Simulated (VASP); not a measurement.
# AlTl2 (P6/mmm) in VASP: notebook

Runs on AlTl2. Level: PBE. Tasks: single point, relaxation of cell and atoms.

Program: VASP 6.6.1. These are calculated values, not measurements. Logs are shortened: lines on timing, memory, paths and dates and some standing lists are left out, and cuts for length are marked.

### 1 The cell of the first run

It takes space group P6/mmm (No. 191, hexagonal). The conventional cell has a = 5.555 Å, b = 5.555 Å, c = 3.130 Å, α = 90.00°, β = 90.00°, γ = 120.00°. Al (site symmetry 6/mmm) has 2 Al at 3.13 Å and 12 Tl at 3.57 Å within 4.1 Å. Within 4.1 Å of Tl (site symmetry -6m2) lie 5 Tl at 3.13 to 3.21 Å and 6 Al at 3.57 Å.

The cell was generated, and may not be a known phase.

### 2 Single point, PBE

Contents of INCAR:

```
ALGO = Fast
EDIFF = 1E-6
ENCUT = 520
GGA = PE
ISIF = 2
ISMEAR = 0
LASPH = True
LCHARG = True
LELF = True
LREAL = False
LVHAR = True
LWAVE = False
NBANDS = 22
NELM = 60
PREC = Accurate
SIGMA = 0.1
```

Contents of KPOINTS:

```
k-points
0
Gamma
  12 12 14
```

Contents of POSCAR:

```
AlTl2
1.0
    5.5551212364      0.0000000000      0.0000000000
   -2.7775606182      4.8108761119      0.0000000000
    0.0000000000      0.0000000000      3.1304873494
Al Tl
1 2
Direct
    0.0000000000      0.0000000000      0.0000000000
    0.3333333333      0.6666666667      0.5000000000
    0.6666666667      0.3333333333      0.5000000000
```

Potentials or basis: VASP PAW PBE potentials, release 64 (Al, Tl_d).

Run with:

```bash
$ cat potpaw_PBE.64/Al/POTCAR potpaw_PBE.64/Tl_d/POTCAR > POTCAR
$ mpirun -np 1 vasp_std > vasp.out
```

OUTCAR:

```text
EDIFF = 1E-6
   ENCUT = 520
   GGA = PE
   ISIF = 2
   ISMEAR = 0
   LASPH = True
   LREAL = False
   NELM = 60
   PREC = Accurate

 ion  position               nearest neighbor table
   1  0.000  0.000  0.000-   2 3.57   3 3.57   2 3.57   3 3.57   3 3.57   3 3.57   2 3.57   2 3.57
                             3 3.57   3 3.57   2 3.57   2 3.57
   2  0.333  0.667  0.500-   3 3.21   3 3.21   3 3.21   1 3.57   1 3.57   1 3.57   1 3.57   1 3.57
                             1 3.57
   3  0.667  0.333  0.500-   2 3.21   2 3.21   2 3.21   1 3.57   1 3.57   1 3.57   1 3.57   1 3.57
                             1 3.57

  LATTYP: Found a hexagonal cell.
 ALAT       =     5.5551212364
 C/A-ratio  =     0.5635317784

  Lattice vectors:

 A1 = (   5.5551212364,   0.0000000000,   0.0000000000)
 A2 = (  -2.7775606182,   4.8108761119,   0.0000000000)
 A3 = (   0.0000000000,   0.0000000000,   3.1304873494)

Analysis of symmetry for initial positions (statically):
=====================================================================
 Subroutine PRICEL returns:
 Original cell was already a primitive cell.

 Routine SETGRP: Setting up the symmetry group for a
 hexagonal supercell.

 Subroutine GETGRP returns: Found 24 space group operations
 (whereof 24 operations were pure point group operations)
 out of a pool of 24 trial point group operations.

The static configuration has the point symmetry D_6h.

Analysis of symmetry for dynamics (positions and initial velocities):
=====================================================================
 Subroutine PRICEL returns:
 Original cell was already a primitive cell.

 Routine SETGRP: Setting up the symmetry group for a
 hexagonal supercell.

 Subroutine GETGRP returns: Found 24 space group operations
 (whereof 24 operations were pure point group operations)
 out of a pool of 24 trial point group operations.

The dynamic configuration has the point symmetry D_6h.

 Subroutine INISYM returns: Found 24 space group operations
 (whereof 24 operations are pure point group operations),
 and found     1 'primitive' translations

----------------------------------------------------------------------------------------

                                     Primitive cell

  volume of cell :      83.6623

  direct lattice vectors                    reciprocal lattice vectors
     5.555121236  0.000000000  0.000000000     0.180014073  0.103931174  0.000000000
[... 88 lines left out ...]
   EDIFF  = 0.1E-05   stopping-criterion for ELM
   LREAL  =      F    real-space projection
   EDIFFG = 0.1E-04   stopping-criterion for IOM
   NSW    =      0    number of steps for IOM
   IBRION =     -1    ionic relax: 0-MD 1-quasi-New 2-CG
   NFREE  =      0    steps in history (QN), initial steepest desc. (CG)
   ISIF   =      2    stress and relaxation
   ISYM   =      2    0-nonsym 1-usesym 2-fastsym
   POTIM  = 0.5000    time-step for ionic-motion
   TEBEG  =    0.0;   TEEND  =   0.0 temperature during run
   PSTRESS=    0.0 pullay stress
   NELECT =      29.0000    total number of electrons
   NUPDOWN=      -1.0000    fix difference up-down
   EMIN   =  10.00;   EMAX   =-10.00  energy-range for DOS
   EFERMI =   0.00;   METHOD = LEGACY
   ISMEAR =     0;   SIGMA  =   0.10  broadening in eV -4-tet -1-fermi 0-gaus
   EFERMI_NEDOS =   21; number of points for ismear=-14 and -15
   IALGO  =     68    algorithm
   IMIX   =      4    mixing-type and parameters
     AMIX     =   0.40;   BMIX     =  1.00
     AMIX_MAG =   1.60;   BMIX_MAG =  1.00
  volume/ion in A,a.u.               =      27.89       188.19
  Fermi-wavevector in a.u.,A,eV,Ry     =   1.149999  2.173184 17.993686  1.322499
  Thomas-Fermi vector in A             =   2.286666
   LORBIT       =      0    0 simple, 1 ext, 2 COOP (PROOUT), +10 PAW based schemes
   GGA     = PE    functional components
   LHFCALC =     F    Hartree Fock is set to
   AEXX    =    0.0000 exact exchange contribution
   IVDW    =     0    specifies the selected vdW correction
   LEPSILON=     F    determine dielectric tensor
   LRPA    =     F    only Hartree local field effects (RPA)
 non-spin polarized calculation
 RMM-DIIS sequential band-by-band and
 Gauss-broadening in eV      SIGMA  =   0.10
  energy-cutoff  :      520.00
  volume of cell :       83.66
 maximum number of plane-waves:      2284
 NGX is ok and might be reduce to    42
   NGX = 21   NGY = 21   NGZ = 11

 number of electron      28.9999996 magnetization

 Free energy of the ion-electron system (eV)
  ---------------------------------------------------
  ext. energy  EPLUGINS =         0.00000000
  ---------------------------------------------------
  free energy    TOTEN  =        -7.29310428 eV

  energy without entropy =       -7.28648232  energy(sigma->0) =       -7.28979330

 E-fermi :   5.7616     XC(G=0):  -9.6756

 val. band max:        5.7597708452   @ k =   0.5000   0.0000   0.5000
 cond. band min:       5.7717887247   @ k =   0.5000   0.0000   0.4286
 fundamental gap:      0.0120178795
 Fermi energy:         5.7615755257

 k-point     1 :       0.0000    0.0000    0.0000
  band No.  band energies     occupation
      1      -6.3983      2.00000
      2      -6.1890      2.00000
      3      -5.8570      2.00000
      4      -5.8570      2.00000
      5      -5.6779      2.00000
      6      -5.6779      2.00000
[... 589 lines left out ...]
     21      13.7925      0.00000
     22      15.4283      0.00000

 [... further k-points ...]

------------------------ aborting loop because EDIFF is reached ----------------------------------------

  FORCE on cell =-STRESS in cart. coord.  units (eV):
  Direction    XX          YY          ZZ          XY          YZ          ZX
  --------------------------------------------------------------------------------------
  -------------------------------------------------------------------------------------
  Total       -0.0185136     -0.0185136     -0.0235914      0.0000000     -0.0000000      0.0000000
  in kB       -0.3545453     -0.3545453     -0.4517883      0.0000000     -0.0000000      0.0000000
  external PRESSURE =      -0.3869597 kB  Pullay stress =       0.0000000 kB

 VOLUME and BASIS-vectors are now :
 -----------------------------------------------------------------------------
  energy-cutoff  :      520.00
  volume of cell :       83.66
      direct lattice vectors                 reciprocal lattice vectors
     5.555121236  0.000000000  0.000000000     0.180014073  0.103931174  0.000000000
    -2.777560618  4.810876112  0.000000000     0.000000000  0.207862347  0.000000000
     0.000000000  0.000000000  3.130487349     0.000000000  0.000000000  0.319439080

 POSITION                                       TOTAL-FORCE (eV/Angst)
 -----------------------------------------------------------------------------------
      0.00000      0.00000      0.00000         0.000000      0.000000     -0.000000
     -0.00000      3.20725      1.56524        -0.000000      0.000000     -0.000000
      2.77756      1.60363      1.56524         0.000000     -0.000000      0.000000
 -----------------------------------------------------------------------------------
    total drift:                                0.000000      0.000000     -0.000000

  FREE ENERGIE OF THE ION-ELECTRON SYSTEM (eV)
  ---------------------------------------------------
  free  energy   TOTEN  =        -7.2931042791 eV

  energy  without entropy=       -7.2864823239  energy(sigma->0) =       -7.28979330
```

OSZICAR:

```text
N       E                     dE             d eps       ncg     rms          rms(c)
DAV:   1     0.132273386086E+03    0.13227E+03   -0.13969E+04  6872   0.114E+03
DAV:   2    -0.431115448970E+01   -0.13658E+03   -0.13281E+03  7588   0.256E+02
DAV:   3    -0.735045860357E+01   -0.30393E+01   -0.30157E+01  7888   0.329E+01
DAV:   4    -0.737700798191E+01   -0.26549E-01   -0.26546E-01  7306   0.329E+00
DAV:   5    -0.737745640257E+01   -0.44842E-03   -0.44842E-03  7882   0.461E-01    0.384E+00
RMM:   6    -0.730761627257E+01    0.69840E-01   -0.11163E-01  6704   0.201E+00    0.267E+00
RMM:   7    -0.729434473311E+01    0.13272E-01   -0.51885E-02  6875   0.150E+00    0.933E-01
RMM:   8    -0.729313003000E+01    0.12147E-02   -0.40423E-03  6912   0.398E-01    0.664E-02
RMM:   9    -0.729310086623E+01    0.29164E-04   -0.21967E-04  7376   0.108E-01    0.344E-02
RMM:  10    -0.729310626221E+01   -0.53960E-05   -0.54436E-05  7401   0.549E-02    0.201E-02
RMM:  11    -0.729310410830E+01    0.21539E-05   -0.14763E-05  7450   0.245E-02    0.376E-03
RMM:  12    -0.729310427910E+01   -0.17080E-06   -0.32336E-06  5675   0.107E-02
   1 F= -.72931043E+01 E0= -.72897933E+01  d E =-.662196E-02
```

stdout:

```text
POSCAR found type information on POSCAR AlTl
 POSCAR found :  2 types and       3 ions
 scaLAPACK will be used
 LDA part: xc-table for (Slater+PW92), standard interpolation
 POSCAR, INCAR and KPOINTS ok, starting setup
 FFT: planning ... GRIDC
 FFT: planning ... GRID_SOFT
 FFT: planning ... GRID
 WAVECAR not read
 entering main loop
```

Wall time 2.7 min (1 thread of AMD EPYC 9R45 (Zen 5), shared host); peak memory 0.34 GiB.

What came out:

- Free energy: -7.2931 eV
- Pressure: 0.0 GPa
- Band gap on the k mesh: zero (an odd number of electrons rules out a gap without spin polarisation)

Caveat: spin-orbit coupling is left out, which moves the levels of the heavy elements.

### 3 Relaxation of cell and atoms, PBE

This run uses another cell than the first one, of 27.67 Å³/atom.

Contents of INCAR:

```
SYSTEM = AlTl2
PREC = Accurate
ENCUT = 600
EDIFF = 1E-6
ISMEAR = 0
SIGMA = 0.1
LREAL = .FALSE.
LASPH = .TRUE.
NELM = 100
ALGO = Fast
ISIF = 3
LWAVE = .FALSE.
LCHARG = .FALSE.
GGA = PE
IBRION = 2
NSW = 100
EDIFFG = -0.01
```

Contents of KPOINTS:

```
regular mesh
0
G
  12 12 14
  0 0 0
```

Contents of POSCAR:

```
AlTl2
1.0
    5.4734703140      0.0000000000      0.0000000000
   -2.7367351570      4.7401643388      0.0000000000
    0.0000000000      0.0000000000      3.1997172919
Al Tl
1 2
Direct
    0.0000000000      0.0000000000      0.0000000000
    0.3333333333      0.6666666667      0.5000000000
    0.6666666667      0.3333333333      0.5000000000
```

Potentials or basis: VASP PAW PBE potentials, release 64 (Al, Tl_d).

Run with:

```bash
$ cat potpaw_PBE.64/Al/POTCAR potpaw_PBE.64/Tl_d/POTCAR > POTCAR
$ mpirun -np 1 vasp_std > vasp.out
```

It took 11 min on 1 thread of AMD EPYC 9R45 (Zen 5), shared host; peak memory 0.41 GiB.

Results (log left out):

| Item | Value |
| --- | --- |
| Free energy | -7.2929 eV |
| Relaxed volume | 27.91 Å³/atom |
| Relaxed cell | a = 5.557 Å, b = 5.557 Å, c = 3.130 Å, α = 90.00°, β = 90.00°, γ = 120.00° |
| Space group after relaxing (to 0.1 Å) | P6/mmm (No. 191) |
| Energy gained by relaxing | 3.8 meV/atom |
| Ionic steps | 6 |
| Pressure after relaxing | 0.0 GPa |
| Band gap on the k mesh | zero (an odd number of electrons rules out a gap without spin polarisation) |

The path:
```
step  energy change (eV)  largest force (eV/Å)  pressure (GPa)  volume (Å³)
   1              0.0000                0.0000            0.21        83.02
   2             -0.0067                0.0000            0.04        83.44
   3             -0.0112                0.0000           -0.17        84.08
   4             -0.0112                0.0000           -0.20        84.13
   5             -0.0115                0.0000            0.07        83.62
   6             -0.0115                0.0000           -0.03        83.72
```

Final structure:
```
Al Tl
1.0
     5.55710    0.00000    0.00000
    -2.77855    4.81259    0.00000
     0.00000    0.00000    3.13044
Al Tl
1 2
Direct
  0.00000 0.00000 0.00000
  0.33333 0.66667 0.50000
  0.66667 0.33333 0.50000
```

Levels at points of the mesh, in eV from the Fermi level:
| k point | band 11 | band 12 | band 13 | band 14 | band 15 | band 16 | band 17 | band 18 |
| --- | --- | --- | --- | --- | --- | --- | --- | --- |
| (0.00, 0.00, 0.00) | -9.70 | -4.55 | -3.49 | -1.07 | -1.07 | -0.76 | -0.76 | 6.18 |
| (0.50, 0.00, 0.00) | -8.24 | -7.52 | -4.64 | -2.92 | 2.25 | 2.62 | 3.97 | 4.33 |
| (0.00, 0.00, 0.50) | -6.02 | -4.24 | -1.38 | 0.24 | 0.93 | 1.17 | 1.95 | 1.95 |
| (0.50, 0.00, 0.50) | -4.90 | -4.08 | -2.56 | -2.25 | -0.91 | 0.00 | 0.46 | 2.18 |

Caveat: spin-orbit coupling is left out, which moves the levels of the heavy elements.
